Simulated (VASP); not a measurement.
# InPd (Pm-3m) in VASP: further runs

The runs below take InPd through single point, with PBE.

Everything below comes from runs of VASP 6.6.1. Logs are shortened: lines on timing, memory, paths and dates and some standing lists are left out, and cuts for length are marked.

## Step 1: The cell of the first run

The structure is cubic, space group Pm-3m (No. 221). Conventional cell: a = 3.272 Å, b = 3.272 Å, c = 3.272 Å, α = 90.00°, β = 90.00°, γ = 90.00°. Within 3.7 Å of In (site symmetry m-3m) lie 8 Pd at 2.83 Å and 6 In at 3.27 Å. Pd (site symmetry m-3m) has 8 In at 2.83 Å and 6 Pd at 3.27 Å within 3.7 Å.

## Step 2: Single point, PBE

The input, INCAR:

```
SYSTEM = InPd
PREC = Accurate ; ENCUT = 520
EDIFF = 1E-7 ; ISMEAR = 0
SIGMA = 0.016 ; LREAL = .False.
LASPH = .True. ; NELM = 60
ALGO = Normal ; ISIF = 2
LWAVE = .False. ; LCHARG = .False.
GGA = PE ; NBANDS = 18
```

The input, KPOINTS:

```
Automatic mesh
0
Gamma
  8 8 8
  0 0 0
```

The input, POSCAR:

```
InPd
1.0
    3.2718847800      0.0000000000      0.0000000000
    0.0000000000      3.2718847800      0.0000000000
    0.0000000000      0.0000000000      3.2718847800
In Pd
1 1
Direct
    0.0000000000      0.0000000000      0.0000000000
    0.5000000000      0.5000000000      0.5000000000
```

Potentials or basis: VASP PAW PBE potentials, release 64 (In_d, Pd).

The run is started by

```console
cat potpaw_PBE.64/In_d/POTCAR potpaw_PBE.64/Pd/POTCAR > POTCAR
mpirun -np 1 vasp_std > vasp.out
```

OUTCAR:

```text
SYSTEM = InPd
   PREC = Accurate
   ENCUT = 520
   EDIFF = 1E-7
   ISMEAR = 0
   LREAL = .False.
   LASPH = .True.
   NELM = 60
   ISIF = 2
   GGA = PE

 ion  position               nearest neighbor table
   1  0.000  0.000  0.000-   2 2.83   2 2.83   2 2.83   2 2.83   2 2.83   2 2.83   2 2.83   2 2.83

   2  0.500  0.500  0.500-   1 2.83   1 2.83   1 2.83   1 2.83   1 2.83   1 2.83   1 2.83   1 2.83

  LATTYP: Found a simple cubic cell.
 ALAT       =     3.2718847800

  Lattice vectors:

 A1 = (   3.2718847800,   0.0000000000,   0.0000000000)
 A2 = (   0.0000000000,   3.2718847800,   0.0000000000)
 A3 = (   0.0000000000,   0.0000000000,   3.2718847800)

Analysis of symmetry for initial positions (statically):
=====================================================================
 Subroutine PRICEL returns:
 Original cell was already a primitive cell.

 Routine SETGRP: Setting up the symmetry group for a
 simple cubic supercell.

 Subroutine GETGRP returns: Found 48 space group operations
 (whereof 48 operations were pure point group operations)
 out of a pool of 48 trial point group operations.

The static configuration has the point symmetry O_h .

Analysis of symmetry for dynamics (positions and initial velocities):
=====================================================================
 Subroutine PRICEL returns:
 Original cell was already a primitive cell.

 Routine SETGRP: Setting up the symmetry group for a
 simple cubic supercell.

 Subroutine GETGRP returns: Found 48 space group operations
 (whereof 48 operations were pure point group operations)
 out of a pool of 48 trial point group operations.

The dynamic configuration has the point symmetry O_h .

 Subroutine INISYM returns: Found 48 space group operations
 (whereof 48 operations are pure point group operations),
 and found     1 'primitive' translations

----------------------------------------------------------------------------------------

                                     Primitive cell

  volume of cell :      35.0263

  direct lattice vectors                    reciprocal lattice vectors
     3.271884780  0.000000000  0.000000000     0.305634234  0.000000000  0.000000000
     0.000000000  3.271884780  0.000000000     0.000000000  0.305634234  0.000000000
     0.000000000  0.000000000  3.271884780     0.000000000  0.000000000  0.305634234

  length of vectors
     3.271884780  3.271884780  3.271884780     0.305634234  0.305634234  0.305634234

  position of ions in fractional coordinates (direct lattice)
     0.000000000  0.000000000  0.000000000
     0.500000000  0.500000000  0.500000000

  ion indices of the primitive-cell ions
   primitive index   ion index
                 1           1
                 2           2

----------------------------------------------------------------------------------------

 KPOINTS: Automatic mesh

Automatic generation of k-mesh.
 Grid dimensions read from file:
 generate k-points for:    8    8    8

 Generating k-lattice:

  Cartesian coordinates                     Fractional coordinates (reciprocal lattice)
     0.038204279  0.000000000  0.000000000     0.125000000  0.000000000  0.000000000
     0.000000000  0.038204279  0.000000000     0.000000000  0.125000000  0.000000000
     0.000000000  0.000000000  0.038204279     0.000000000  0.000000000  0.125000000

  Length of vectors
     0.038204279  0.038204279  0.038204279

  Shift w.r.t. Gamma in fractional coordinates (k-lattice)
     0.000000000  0.000000000  0.000000000

 Subroutine IBZKPT returns following result:
 ===========================================

 Found     35 irreducible k-points:

 Following reciprocal coordinates:
            Coordinates               Weight
  0.000000  0.000000  0.000000      1.000000
  0.125000  0.000000  0.000000      6.000000
  0.250000  0.000000  0.000000      6.000000
  0.375000  0.000000  0.000000      6.000000
  0.500000  0.000000  0.000000      3.000000
  0.125000  0.125000  0.000000     12.000000
[... 16 lines left out ...]
  0.375000  0.375000  0.125000     24.000000
  0.500000  0.375000  0.125000     24.000000
 [... further k-points ...]
   k-points           NKPTS =     35   k-points in BZ     NKDIM =     35   number of bands    NBANDS=     18
   number of dos      NEDOS =    301   number of ions     NIONS =      2
   total plane-waves  NPLWV =  13824
   dimension x,y,z NGX =    24 NGY =   24 NGZ =   24
   dimension x,y,z NGXF=    48 NGYF=   48 NGZF=   48
   ions per type =               1   1
   NGX,Y,Z   is equivalent  to a cutoff of  12.19, 12.19, 12.19 a.u.
   NGXF,Y,Z  is equivalent  to a cutoff of  24.39, 24.39, 24.39 a.u.
 SYSTEM =  InPd
   PREC   = accura    normal or accurate (medium, high low for compatibility)
   ISTART =      0    job   : 0-new  1-cont  2-samecut
   ICHARG =      2    charge: 1-file 2-atom 10-const
   ISPIN  =      1    spin polarized calculation?
   LNONCOLLINEAR =      F non collinear calculations
   LSORBIT =      F    spin-orbit coupling
   LASPH  =      T    aspherical Exc in radial PAW
   ENCUT  =  520.0 eV  38.22 Ry    6.18 a.u.   6.08  6.08  6.08*2*pi/ulx,y,z
   NELM   =     60;   NELMIN=  2; NELMDL= -5     # of ELM steps
   EDIFF  = 0.1E-06   stopping-criterion for ELM
   LREAL  =      F    real-space projection
   EDIFFG = 0.1E-05   stopping-criterion for IOM
   NSW    =      0    number of steps for IOM
   IBRION =     -1    ionic relax: 0-MD 1-quasi-New 2-CG
   NFREE  =      0    steps in history (QN), initial steepest desc. (CG)
   ISIF   =      2    stress and relaxation
   ISYM   =      2    0-nonsym 1-usesym 2-fastsym
   POTIM  = 0.5000    time-step for ionic-motion
   TEBEG  =    0.0;   TEEND  =   0.0 temperature during run
   PSTRESS=    0.0 pullay stress
   NELECT =      23.0000    total number of electrons
   NUPDOWN=      -1.0000    fix difference up-down
   EMIN   =  10.00;   EMAX   =-10.00  energy-range for DOS
   EFERMI =   0.00;   METHOD = LEGACY
   ISMEAR =     0;   SIGMA  =   0.02  broadening in eV -4-tet -1-fermi 0-gaus
   EFERMI_NEDOS =   21; number of points for ismear=-14 and -15
   IALGO  =     38    algorithm
   IMIX   =      4    mixing-type and parameters
     AMIX     =   0.40;   BMIX     =  1.00
     AMIX_MAG =   1.60;   BMIX_MAG =  1.00
  volume/ion in A,a.u.               =      17.51       118.18
  Fermi-wavevector in a.u.,A,eV,Ry     =   1.422938  2.688964 27.548447  2.024754
  Thomas-Fermi vector in A             =   2.543589
   LORBIT       =      0    0 simple, 1 ext, 2 COOP (PROOUT), +10 PAW based schemes
   GGA     = PE    functional components
   LHFCALC =     F    Hartree Fock is set to
   AEXX    =    0.0000 exact exchange contribution
   IVDW    =     0    specifies the selected vdW correction
   LEPSILON=     F    determine dielectric tensor
   LRPA    =     F    only Hartree local field effects (RPA)
 non-spin polarized calculation
 Gauss-broadening in eV      SIGMA  =   0.02
  energy-cutoff  :      520.00
  volume of cell :       35.03
 maximum number of plane-waves:       968
   NGX = 13   NGY = 13   NGZ = 13

 number of electron      22.9999997 magnetization

 Free energy of the ion-electron system (eV)
  ---------------------------------------------------
  ext. energy  EPLUGINS =         0.00000000
  ---------------------------------------------------
  free energy    TOTEN  =        -8.73021161 eV

  energy without entropy =       -8.72942472  energy(sigma->0) =       -8.72981816

 E-fermi :  10.3824     XC(G=0): -12.2310

 val. band max:       10.3700193220   @ k =   0.3750   0.2500   0.1250
 cond. band min:      10.3907589578   @ k =   0.3750   0.3750   0.1250
 fundamental gap:      0.0207396358
 Fermi energy:        10.3824303212

 k-point     1 :       0.0000    0.0000    0.0000
  band No.  band energies     occupation
      1      -4.4839      2.00000
      2      -4.4839      2.00000
      3      -4.0757      2.00000
      4      -4.0757      2.00000
      5      -4.0757      2.00000
      6       0.4288      2.00000
[... 10 lines left out ...]
     17      21.0707      0.00000
     18      26.5067      0.00000

 k-point     2 :       0.1250    0.0000    0.0000
  band No.  band energies     occupation
      1      -4.4754      2.00000
      2      -4.4324      2.00000
      3      -4.0914      2.00000
      4      -4.0914      2.00000
      5      -4.0710      2.00000
      6       0.6768      2.00000
[... 10 lines left out ...]
     17      22.5647      0.00000
     18      25.9794      0.00000

 k-point     3 :       0.2500    0.0000    0.0000
  band No.  band energies     occupation
      1      -4.4551      2.00000
      2      -4.3085      2.00000
      3      -4.1290      2.00000
      4      -4.1290      2.00000
      5      -4.0598      2.00000
      6       1.4151      2.00000
[... 10 lines left out ...]
     17      25.1302      0.00000
     18      25.4527      0.00000

 k-point     4 :       0.3750    0.0000    0.0000
  band No.  band energies     occupation
      1      -4.4347      2.00000
      2      -4.1857      2.00000
      3      -4.1662      2.00000
      4      -4.1662      2.00000
      5      -4.0485      2.00000
      6       2.6095      2.00000
[... 10 lines left out ...]
     17      23.1509      0.00000
     18      23.1509      0.00000

 k-point     5 :       0.5000    0.0000    0.0000
  band No.  band energies     occupation
      1      -4.4261      2.00000
      2      -4.1815      2.00000
      3      -4.1815      2.00000
      4      -4.1350      2.00000
      5      -4.0438      2.00000
      6       3.9151      2.00000
[... 10 lines left out ...]
     17      21.2168      0.00000
     18      21.4084      0.00000

 k-point     6 :       0.1250    0.1250    0.0000
  band No.  band energies     occupation
      1      -4.4471      2.00000
      2      -4.4013      2.00000
      3      -4.1108      2.00000
      4      -4.0958      2.00000
      5      -4.0806      2.00000
      6       0.9220      2.00000
[... 307 lines left out ...]
 k-point    21 :       0.3750    0.2500    0.1250
  band No.  band energies     occupation
      1      -4.2931      2.00000
      2      -4.2816      2.00000
      3      -4.2041      2.00000
      4      -4.1529      2.00000
      5      -4.0719      2.00000
      6       3.4698      2.00000
[... 10 lines left out ...]
     17      22.9260      0.00000
     18      24.0597      0.00000

 k-point    22 :       0.5000    0.2500    0.1250
  band No.  band energies     occupation
      1      -4.3101      2.00000
      2      -4.2836      2.00000
      3      -4.2229      2.00000
      4      -4.1533      2.00000
      5      -4.0207      2.00000
      6       4.1737      2.00000
[... 10 lines left out ...]
     17      22.8261      0.00000
     18      24.7940      0.00000

 k-point    23 :       0.3750    0.3750    0.1250
  band No.  band energies     occupation
      1      -4.3574      2.00000
      2      -4.2533      2.00000
      3      -4.2140      2.00000
      4      -4.2039      2.00000
      5      -3.9680      2.00000
      6       4.0712      2.00000
[... 10 lines left out ...]
     17      21.4288      0.00000
     18      23.6237      0.00000

 k-point    24 :       0.5000    0.3750    0.1250
  band No.  band energies     occupation
      1      -4.3873      2.00000
      2      -4.2436      2.00000
      3      -4.2314      2.00000
      4      -4.2111      2.00000
      5      -3.9192      2.00000
      6       4.3777      2.00000
[... 10 lines left out ...]
     17      21.5764      0.00000
     18      23.5579      0.00000

 [... further k-points ...]
[... 5 lines left out ...]
  --------------------------------------------------------------------------------------
  -------------------------------------------------------------------------------------
  Total        0.8226653      0.8226653      0.8226653      0.0000000      0.0000000      0.0000000
  in kB       37.6304816     37.6304816     37.6304816      0.0000000      0.0000000      0.0000000
  external PRESSURE =      37.6304816 kB  Pullay stress =       0.0000000 kB

 VOLUME and BASIS-vectors are now :
 -----------------------------------------------------------------------------
  energy-cutoff  :      520.00
  volume of cell :       35.03
      direct lattice vectors                 reciprocal lattice vectors
     3.271884780  0.000000000  0.000000000     0.305634234  0.000000000  0.000000000
     0.000000000  3.271884780  0.000000000     0.000000000  0.305634234  0.000000000
     0.000000000  0.000000000  3.271884780     0.000000000  0.000000000  0.305634234

 POSITION                                       TOTAL-FORCE (eV/Angst)
 -----------------------------------------------------------------------------------
      0.00000      0.00000      0.00000         0.000000      0.000000      0.000000
      1.63594      1.63594      1.63594         0.000000      0.000000      0.000000
 -----------------------------------------------------------------------------------
    total drift:                                0.000000      0.000000     -0.000000

  FREE ENERGIE OF THE ION-ELECTRON SYSTEM (eV)
  ---------------------------------------------------
  free  energy   TOTEN  =        -8.7302116055 eV

  energy  without entropy=       -8.7294247223  energy(sigma->0) =       -8.72981816
```

Run time: 9.4 s. Hardware: 1 thread of Intel Xeon 6975P-C, shared host; peak memory 0.15 GiB.

Results:

| Property | Result |
| --- | --- |
| Free energy | -8.7302 eV |
| Pressure | 3.8 GPa |

Levels at points of the mesh, in eV from the Fermi level:
```
           k point  band 9  band 10  band 11  band 12  band 13  band 14
(0.00, 0.00, 0.00)   -2.15    -2.15    -2.15     4.33     4.33     4.33
(0.50, 0.00, 0.00)   -3.14    -3.14    -2.23    -0.99     9.67     9.67
(0.50, 0.50, 0.00)   -2.56    -2.21    -2.21    -1.58     1.57     2.59
(0.50, 0.50, 0.50)   -1.54    -1.54     0.03     3.90     3.90     3.90
```

Caveat: spin-orbit coupling is left out, which moves the levels of the heavy elements.

(Continued in part 2 of 2.)
